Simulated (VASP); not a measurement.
## HRh6: single point with PBE

The system is HRh6, a slab with vacuum.

```
Rh H
1.0
     5.41659    0.00000    0.00000
    -2.70829    4.69090    0.00000
     0.00000    0.00000   22.29661
Rh H
12 2
Direct
  0.33333 0.16667 0.17940
  0.33333 0.66667 0.17940
  0.83333 0.16667 0.17940
  0.83333 0.66667 0.17940
  0.16667 0.33333 0.27578
  0.16667 0.83333 0.27578
  0.66667 0.33333 0.27578
  0.66667 0.83333 0.27578
  0.00000 0.00000 0.37210
  0.00000 0.50000 0.37210
  0.50000 0.00000 0.37210
  0.50000 0.50000 0.37210
  0.17032 0.34065 0.39228
  0.32968 0.65935 0.39228
```

```
Program             : VASP 6.6.1
Task                : single point
Functional          : PBE
Potentials or basis : VASP PAW PBE potentials, release 64 (Rh_pv, H)
Cutoff              : 520 eV
k mesh              : 6 × 6 × 1
Occupations         : gaussian, width 0.1 eV
Spin                : no spin polarisation
```

| Property | Result |
| --- | --- |
| Largest force | 3.736 eV/Å |
| Band gap on the k mesh | zero (bands 91 and 92 overlap by 0.87 eV) |

Forces in eV/Å, atoms in the order of the input:
```
Rh  -0.051 -0.018  0.008
Rh   0.000 -0.018 -0.013
Rh   0.051 -0.018  0.008
Rh   0.000  0.052  0.030
Rh   0.000 -0.101 -0.783
Rh  -0.038  0.069 -0.385
Rh   0.000 -0.040 -0.396
Rh   0.038  0.069 -0.385
Rh   0.000 -1.804 -0.204
Rh  -3.692  0.006 -0.575
Rh   0.000  1.808 -0.279
Rh   3.692  0.006 -0.575
H    0.000 -1.080  1.790
H    0.000  1.070  1.760
```

Levels at points of the mesh, in eV from the Fermi level:
```csv
k point,band 89,band 90,band 91,band 92,band 93,band 94,band 95,band 96
"(0.00, 0.00, 0.00)",0.33,0.35,0.47,0.49,0.50,0.60,0.67,0.70
"(0.50, 0.00, 0.00)",-0.51,-0.47,-0.43,-0.40,-0.21,-0.09,0.19,0.21
"(0.00, 0.50, 0.00)",-0.56,-0.48,-0.43,-0.37,-0.20,-0.12,0.15,0.24
```

Run time: 57 min on 1 thread of Oxide Virtual Turin-like Processor, on a shared host, peak memory 0.84 GiB.
